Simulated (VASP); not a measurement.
WS: relaxation of cell and atoms with r2SCAN+U

Crystal: WS.

```xyz
2
Lattice="0.0000 2.5356 2.5356 2.5356 0.0000 2.5356 2.5356 2.5356 0.0000" Properties=species:S:1:pos:R:3 pbc="T T T"
W     0.0000    0.0000    0.0000
S     1.2678    1.2678    1.2678
```

| Quantity | Value |
| --- | --- |
| Program | VASP 6.6.1 |
| Task | relaxation of cell and atoms |
| Functional | r2SCAN |
| Potentials or basis | VASP PAW PBE potentials, release 64 (W_sv, S) |
| Cutoff | 600 eV |
| k mesh | 6 × 6 × 6 |
| Occupations | gaussian, width 0.1 eV |
| Spin | collinear spin |
| Starting moments | [0.87, 0.0] μB |
| Hubbard terms | W d U = 6.2 eV |
| Dipole correction | no |
| Further INCAR settings | ALGO = Normal; EDIFF = 1e-06; IBRION = 2; EDIFFG = -0.05; NSW = 100; ISIF = 3 |

```
Relaxed volume                                        : 20.74 Å³/atom
Relaxed cell                                          : a = 3.885 Å, b = 3.885 Å, c = 3.885 Å, α = 60.00°, β = 60.00°, γ = 60.00°
Space group after relaxing (to 0.1 Å)                 : F-43m (No. 216)
Energy gained by relaxing                             : 543.0 meV/atom
Ionic steps                                           : 6
Pressure after relaxing                               : -0.1 GPa
Net moment                                            : -1.46 μB per cell
Site moments                                          : W -1.35; S +0.04 μB
Valence electrons inside the program's atomic spheres : W 11.84; S 3.76
```

The path:
```csv
step,energy change (eV),largest force (eV/Å),pressure (GPa),volume (Å³)
1,0.0000,0.0000,49.07,32.61
2,-0.6531,0.0000,-9.28,62.30
3,-0.9646,0.0000,-8.77,45.35
4,-1.0739,0.0000,-3.23,42.59
5,-1.0857,0.0000,0.44,41.29
6,-1.0859,0.0000,-0.13,41.47
```

Final structure:
```
CELL_PARAMETERS angstrom
0.00000 2.74733 2.74733
2.74733 0.00000 2.74733
2.74733 2.74733 0.00000
ATOMIC_POSITIONS crystal
W 0.00000 0.00000 0.00000
S 0.25000 0.25000 0.25000
```

Levels at points of the mesh, in eV from the Fermi level:
Spin up:
| k point | band 6 | band 7 | band 8 | band 9 | band 10 | band 11 | band 12 | band 13 |
| --- | --- | --- | --- | --- | --- | --- | --- | --- |
| (0.00, 0.00, 0.00) | -6.67 | -6.67 | -6.67 | -0.29 | 0.94 | 0.94 | 4.15 | 4.15 |
| (0.50, 0.00, 0.00) | -7.84 | -6.21 | -6.21 | -0.41 | 1.24 | 1.24 | 1.93 | 1.93 |
| (0.50, 0.50, 0.00) | -8.08 | -5.75 | -5.75 | -2.54 | 0.20 | 0.92 | 0.92 | 2.78 |
Spin down:
| k point | band 9 | band 10 | band 11 | band 12 | band 13 | band 14 |
| --- | --- | --- | --- | --- | --- | --- |
| (0.00, 0.00, 0.00) | -4.26 | -4.26 | -0.58 | 3.97 | 3.97 | 3.97 |
| (0.50, 0.00, 0.00) | -3.29 | -3.28 | -0.82 | 1.66 | 1.66 | 2.35 |
| (0.50, 0.50, 0.00) | -3.39 | -3.35 | -2.65 | 0.55 | 0.55 | 5.93 |

Eigenvalues of the final occupation matrices:
```
    site  spin  trace               eigenvalues
site 1 d     1   1.03  0.09 0.09 0.28 0.28 0.28
site 1 d     2   2.33  0.27 0.27 0.27 0.75 0.75
```

It took 4.1 min on 1 thread of Intel(R) Xeon(R) 6975P-C (Granite Rapids), with other jobs on the host, peak memory 0.21 GiB.

Caveat: the electronic state changed during the relaxation; the volume moved by over 15 % at a fixed basis, so the end points are rough; the PAW data sets were made with another functional, which shifts forces and pressure a little; spin-orbit coupling is left out, which moves the levels of the heavy elements.
